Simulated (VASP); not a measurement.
# Rb2AlH4 (I4/mmm) in VASP: notebook

Rb2AlH4 is run at these levels: PBE; tasks: single point.

Everything below comes from runs of VASP 6.6.1. Logs are shortened: lines on timing, memory, paths and dates and some standing lists are left out, and cuts for length are marked.

**1. The cell of the first run**

The structure is tetragonal, space group I4/mmm (No. 139). The conventional cell has a = 3.879 Å, b = 3.879 Å, c = 18.956 Å, α = 90.00°, β = 90.00°, γ = 90.00°. Within 3.8 Å of Rb (site symmetry 4mm) lie 8 H at 2.87 to 3.18 Å and 4 Al at 3.72 Å. Al (site symmetry 4/mmm) has 6 H at 1.67 to 1.94 Å within 2.2 Å. H (site symmetry mmm) has 2 Al at 1.94 Å and 4 H at 2.56 Å within 2.6 Å. H (site symmetry 4mm) has 1 Al at 1.67 Å within 2.2 Å.

**2. Single point, PBE**

The input, INCAR:

```
SYSTEM = Rb2AlH4
  PREC = Accurate
  ENCUT = 520
  EDIFF = 1E-6
  ISMEAR = 0
  SIGMA = 0.1
  LREAL = .FALSE.
  LASPH = .TRUE.
  NELM = 60
  ALGO = Normal
  ISIF = 2
  LWAVE = .FALSE.
  LCHARG = .FALSE.
  GGA = PE
  NBANDS = 22
```

The input, KPOINTS:

```
regular mesh
0
G
  6 6 6
  0 0 0
```

The input, POSCAR:

```
Rb2AlH4
1.0
   -1.9394271000      1.9394271000      9.4778614000
    1.9394271000     -1.9394271000      9.4778614000
    1.9394271000      1.9394271000     -9.4778614000
Rb Al H
2 1 4
Direct
    0.3672670000      0.3672670000      0.0000000000
    0.6327330000      0.6327330000      0.0000000000
    0.0000000000      0.0000000000      0.0000000000
    0.0000000000      0.5000000000      0.5000000000
    0.0878640000      0.0878640000      0.0000000000
    0.5000000000      0.0000000000      0.5000000000
    0.9121360000      0.9121360000      0.0000000000
```

Potentials or basis: VASP PAW PBE potentials, release 64 (Rb_sv, Al, H).

Command:

```
> cat potpaw_PBE.64/Rb_sv/POTCAR potpaw_PBE.64/Al/POTCAR potpaw_PBE.64/H/POTCAR > POTCAR
> mpirun -np 1 vasp_std > vasp.out
```

OUTCAR:

```text
SYSTEM = Rb2AlH4
   PREC = Accurate
   ENCUT = 520
   EDIFF = 1E-6
   ISMEAR = 0
   LREAL = .FALSE.
   LASPH = .TRUE.
   NELM = 60
   ISIF = 2
   GGA = PE

 ion  position               nearest neighbor table
   1  0.367  0.367  0.000-   7 2.87   7 2.87   7 2.87   7 2.87   4 3.18   4 3.18   6 3.18   6 3.18
                             3 3.72   3 3.72   3 3.72   3 3.72   2 5.03   2 5.22   2 5.22   2 5.22
   2  0.633  0.633  0.000-   5 2.87   5 2.87   5 2.87   5 2.87   6 3.18   6 3.18   4 3.18   4 3.18
                             3 3.72   3 3.72   3 3.72   3 3.72   1 5.03   1 5.22   1 5.22   1 5.22
   3  0.000  0.000  0.000-   5 1.67   7 1.67   6 1.94   4 1.94   4 1.94   6 1.94   1 3.72   2 3.72
                             1 3.72   2 3.72   1 3.72   2 3.72   2 3.72   1 3.72
   4  0.000  0.500  0.500-   3 1.94   3 1.94   2 3.18   2 3.18   1 3.18   1 3.18
   5  0.088  0.088  0.000-   3 1.67   2 2.87   2 2.87   2 2.87   2 2.87
   6  0.500  0.000  0.500-   3 1.94   3 1.94   2 3.18   2 3.18   1 3.18   1 3.18
   7  0.912  0.912  0.000-   3 1.67   1 2.87   1 2.87   1 2.87   1 2.87

  LATTYP: Found a body centered tetragonal cell.
 ALAT       =     3.8788542000
 C/A-ratio  =     4.8869387254

  Lattice vectors:

 A1 = (  -1.9394271000,   1.9394271000,   9.4778614000)
 A2 = (   1.9394271000,  -1.9394271000,   9.4778614000)
 A3 = (   1.9394271000,   1.9394271000,  -9.4778614000)

Analysis of symmetry for initial positions (statically):
=====================================================================
 Subroutine PRICEL returns:
 Original cell was already a primitive cell.

 Routine SETGRP: Setting up the symmetry group for a
 body centered tetragonal supercell.

 Subroutine GETGRP returns: Found 16 space group operations
 (whereof 16 operations were pure point group operations)
 out of a pool of 16 trial point group operations.

The static configuration has the point symmetry D_4h.

Analysis of symmetry for dynamics (positions and initial velocities):
=====================================================================
 Subroutine PRICEL returns:
 Original cell was already a primitive cell.

 Routine SETGRP: Setting up the symmetry group for a
 body centered tetragonal supercell.

 Subroutine GETGRP returns: Found 16 space group operations
 (whereof 16 operations were pure point group operations)
 out of a pool of 16 trial point group operations.

The dynamic configuration has the point symmetry D_4h.

 Subroutine INISYM returns: Found 16 space group operations
 (whereof 16 operations are pure point group operations),
 and found     1 'primitive' translations

----------------------------------------------------------------------------------------

                                     Primitive cell

  volume of cell :     142.5993

  direct lattice vectors                    reciprocal lattice vectors
    -1.939427100  1.939427100  9.477861400     0.000000000  0.257808092  0.052754517
     1.939427100 -1.939427100  9.477861400     0.257808092  0.000000000  0.052754517
     1.939427100  1.939427100 -9.477861400     0.257808092  0.257808092  0.000000000

  length of vectors
     9.866742708  9.866742708  9.866742708     0.263150245  0.263150245  0.364595700

  position of ions in fractional coordinates (direct lattice)
     0.367267000  0.367267000  0.000000000
     0.632733000  0.632733000  0.000000000
     0.000000000  0.000000000  0.000000000
     0.000000000  0.500000000  0.500000000
     0.087864000  0.087864000  0.000000000
     0.500000000  0.000000000  0.500000000
     0.912136000  0.912136000  0.000000000

  ion indices of the primitive-cell ions
   primitive index   ion index
                 1           1
                 2           2
                 3           3
                 4           4
                 5           5
                 6           6
                 7           7

----------------------------------------------------------------------------------------

 KPOINTS: regular mesh

Automatic generation of k-mesh.
 Grid dimensions read from file:
 generate k-points for:    6    6    6

 Generating k-lattice:

  Cartesian coordinates                     Fractional coordinates (reciprocal lattice)
     0.000000000  0.042968015  0.008792419     0.166666667 -0.000000000  0.000000000
     0.042968015  0.000000000  0.008792419    -0.000000000  0.166666667  0.000000000
     0.042968015  0.042968015  0.000000000     0.000000000  0.000000000  0.166666667

  Length of vectors
     0.043858374  0.043858374  0.060765950

  Shift w.r.t. Gamma in fractional coordinates (k-lattice)
     0.000000000  0.000000000  0.000000000

 Subroutine IBZKPT returns following result:
 ===========================================

 Found     30 irreducible k-points:

 Following reciprocal coordinates:
            Coordinates               Weight
  0.000000  0.000000  0.000000      1.000000
  0.166667  0.000000 -0.000000      8.000000
  0.333333  0.000000 -0.000000      8.000000
  0.500000  0.000000  0.000000      4.000000
  0.166667  0.166667  0.000000      8.000000
  0.333333  0.166667  0.000000     16.000000
[... 16 lines left out ...]
 -0.333333 -0.333333  0.166667      8.000000
 -0.166667 -0.333333  0.166667      8.000000
 [... further k-points ...]
   k-points           NKPTS =     30   k-points in BZ     NKDIM =     30   number of bands    NBANDS=     22
   number of dos      NEDOS =    301   number of ions     NIONS =      7
   total plane-waves  NPLWV = 512000
   dimension x,y,z NGX =    80 NGY =   80 NGZ =   80
   dimension x,y,z NGXF=   160 NGYF=  160 NGZF=  160
   ions per type =               2   1   4
   NGX,Y,Z   is equivalent  to a cutoff of  13.48, 13.48, 13.48 a.u.
   NGXF,Y,Z  is equivalent  to a cutoff of  26.96, 26.96, 26.96 a.u.
 SYSTEM =  Rb2AlH4
   PREC   = accura    normal or accurate (medium, high low for compatibility)
   ISTART =      0    job   : 0-new  1-cont  2-samecut
   ICHARG =      2    charge: 1-file 2-atom 10-const
   ISPIN  =      1    spin polarized calculation?
   LNONCOLLINEAR =      F non collinear calculations
   LSORBIT =      F    spin-orbit coupling
   LASPH  =      T    aspherical Exc in radial PAW
   ENCUT  =  520.0 eV  38.22 Ry    6.18 a.u.  18.35 18.35 18.35*2*pi/ulx,y,z
   NELM   =     60;   NELMIN=  2; NELMDL= -5     # of ELM steps
   EDIFF  = 0.1E-05   stopping-criterion for ELM
   LREAL  =      F    real-space projection
   EDIFFG = 0.1E-04   stopping-criterion for IOM
   NSW    =      0    number of steps for IOM
   IBRION =     -1    ionic relax: 0-MD 1-quasi-New 2-CG
   NFREE  =      0    steps in history (QN), initial steepest desc. (CG)
   ISIF   =      2    stress and relaxation
   ISYM   =      2    0-nonsym 1-usesym 2-fastsym
   POTIM  = 0.5000    time-step for ionic-motion
   TEBEG  =    0.0;   TEEND  =   0.0 temperature during run
   PSTRESS=    0.0 pullay stress
   NELECT =      25.0000    total number of electrons
   NUPDOWN=      -1.0000    fix difference up-down
   EMIN   =  10.00;   EMAX   =-10.00  energy-range for DOS
   EFERMI =   0.00;   METHOD = LEGACY
   ISMEAR =     0;   SIGMA  =   0.10  broadening in eV -4-tet -1-fermi 0-gaus
   EFERMI_NEDOS =   21; number of points for ismear=-14 and -15
   IALGO  =     38    algorithm
   IMIX   =      4    mixing-type and parameters
     AMIX     =   0.40;   BMIX     =  1.00
     AMIX_MAG =   1.60;   BMIX_MAG =  1.00
  volume/ion in A,a.u.               =      20.37       137.47
  Fermi-wavevector in a.u.,A,eV,Ry     =   0.916254  1.731468 11.422375  0.839521
  Thomas-Fermi vector in A             =   2.041088
   LORBIT       =      0    0 simple, 1 ext, 2 COOP (PROOUT), +10 PAW based schemes
   GGA     = PE    functional components
   LHFCALC =     F    Hartree Fock is set to
   AEXX    =    0.0000 exact exchange contribution
   IVDW    =     0    specifies the selected vdW correction
   LEPSILON=     F    determine dielectric tensor
   LRPA    =     F    only Hartree local field effects (RPA)
 non-spin polarized calculation
 Gauss-broadening in eV      SIGMA  =   0.10
  energy-cutoff  :      520.00
  volume of cell :      142.60
 maximum number of plane-waves:      3862
 NGX is ok and might be reduce to    80
   NGX = 37   NGY = 37   NGZ = 37

 number of electron      24.9999999 magnetization

 Free energy of the ion-electron system (eV)
  ---------------------------------------------------
  ext. energy  EPLUGINS =         0.00000000
  ---------------------------------------------------
  free energy    TOTEN  =       -19.81518852 eV

  energy without entropy =      -19.80506434  energy(sigma->0) =      -19.81012643

 E-fermi :   2.2036     XC(G=0):  -7.4230

 val. band max:        2.1647203065   @ k =   0.3333   0.1667   0.0000
 cond. band min:       2.2467344069   @ k =   0.5000   0.5000   0.0000
 fundamental gap:      0.0820141004
 Fermi energy:         2.2035668076

 k-point     1 :       0.0000    0.0000    0.0000
  band No.  band energies     occupation
      1     -26.6569      2.00000
      2     -26.6542      2.00000
      3     -10.9249      2.00000
      4     -10.7415      2.00000
      5     -10.5447      2.00000
      6     -10.5447      2.00000
[... 14 lines left out ...]
     21       7.4701      0.00000
     22       7.4701      0.00000

 k-point     2 :       0.1667    0.0000   -0.0000
  band No.  band energies     occupation
      1     -26.6468      2.00000
      2     -26.6444      2.00000
      3     -10.8882      2.00000
      4     -10.7437      2.00000
      5     -10.7102      2.00000
      6     -10.6883      2.00000
[... 14 lines left out ...]
     21       7.0522      0.00000
     22       7.5617      0.00000

 k-point     3 :       0.3333    0.0000   -0.0000
  band No.  band energies     occupation
      1     -26.6263      2.00000
      2     -26.6248      2.00000
      3     -11.0508      2.00000
      4     -11.0136      2.00000
      5     -10.7730      2.00000
      6     -10.6853      2.00000
[... 14 lines left out ...]
     21       7.1051      0.00000
     22       7.5137      0.00000
[... 476 lines left out ...]
 k-point    23 :      -0.3333   -0.3333    0.1667
  band No.  band energies     occupation
      1     -26.6363      2.00000
      2     -26.6352      2.00000
      3     -10.8455      2.00000
      4     -10.7431      2.00000
      5     -10.7057      2.00000
      6     -10.6858      2.00000
[... 14 lines left out ...]
     21       6.8108      0.00000
     22       6.9344      0.00000

 k-point    24 :      -0.1667   -0.3333    0.1667
  band No.  band energies     occupation
      1     -26.6465      2.00000
      2     -26.6447      2.00000
      3     -10.8775      2.00000
      4     -10.7531      2.00000
      5     -10.7073      2.00000
      6     -10.6936      2.00000
[... 14 lines left out ...]
     21       7.1243      0.00000
     22       7.5825      0.00000

 [... further k-points ...]
[... 5 lines left out ...]
  --------------------------------------------------------------------------------------
  -------------------------------------------------------------------------------------
  Total        0.0008453      0.0008453     -0.0837254      0.0000000      0.0000000      0.0000000
  in kB        0.0094977      0.0094977     -0.9406985      0.0000000      0.0000000      0.0000000
  external PRESSURE =      -0.3072343 kB  Pullay stress =       0.0000000 kB

 VOLUME and BASIS-vectors are now :
 -----------------------------------------------------------------------------
  energy-cutoff  :      520.00
  volume of cell :      142.60
      direct lattice vectors                 reciprocal lattice vectors
    -1.939427100  1.939427100  9.477861400     0.000000000  0.257808092  0.052754517
     1.939427100 -1.939427100  9.477861400     0.257808092  0.000000000  0.052754517
     1.939427100  1.939427100 -9.477861400     0.257808092  0.257808092  0.000000000

 POSITION                                       TOTAL-FORCE (eV/Angst)
 -----------------------------------------------------------------------------------
      0.00000      0.00000      6.96181         0.000000      0.000000     -0.011258
      0.00000      0.00000     11.99391        -0.000000     -0.000000      0.011258
      0.00000      0.00000      0.00000        -0.000000     -0.000000      0.000000
      1.93943      0.00000      0.00000        -0.000000     -0.000000      0.000000
      0.00000      0.00000      1.66553         0.000000      0.000000     -0.018637
      0.00000      1.93943      0.00000        -0.000000     -0.000000      0.000000
      0.00000      0.00000     17.29020        -0.000000     -0.000000      0.018637
 -----------------------------------------------------------------------------------
    total drift:                                0.000000      0.000000      0.000000

  FREE ENERGIE OF THE ION-ELECTRON SYSTEM (eV)
  ---------------------------------------------------
  free  energy   TOTEN  =       -19.8151885190 eV

  energy  without entropy=      -19.8050643359  energy(sigma->0) =      -19.81012643
```

It took 5.4 min on 1 thread of Intel Xeon 6975P-C (Granite Rapids), shared host; peak memory 0.94 GiB.

Results:

```yaml
Free_energy: -19.8152 eV
Pressure: 0.0 GPa
Largest_force: 0.019 eV/Å
```

Forces in eV/Å, atoms in the order of the input:
```
Rb   0.000  0.000 -0.011
Rb   0.000  0.000  0.011
Al   0.000  0.000  0.000
H    0.000  0.000  0.000
H    0.000  0.000 -0.019
H    0.000  0.000  0.000
H    0.000  0.000  0.019
```

Levels at points of the mesh, in eV from the Fermi level:
```csv
k point,band 10,band 11,band 12,band 13,band 14,band 15,band 16,band 17
"(0.00, 0.00, 0.00)",-6.09,-3.86,-3.41,-0.74,1.27,1.27,1.74,2.56
"(0.50, 0.00, 0.00)",-6.26,-5.38,-3.16,0.55,0.88,1.71,1.98,2.31
"(0.50, 0.50, 0.00)",-5.90,-5.90,-5.60,0.04,1.15,2.02,2.42,2.58
"(0.50, 0.50, 0.50)",-6.13,-3.83,-3.41,-0.70,1.26,1.26,1.81,2.73
```

Caveat: the k points lie up to 0.38 Å⁻¹ apart.

[end of part 1 of 2]
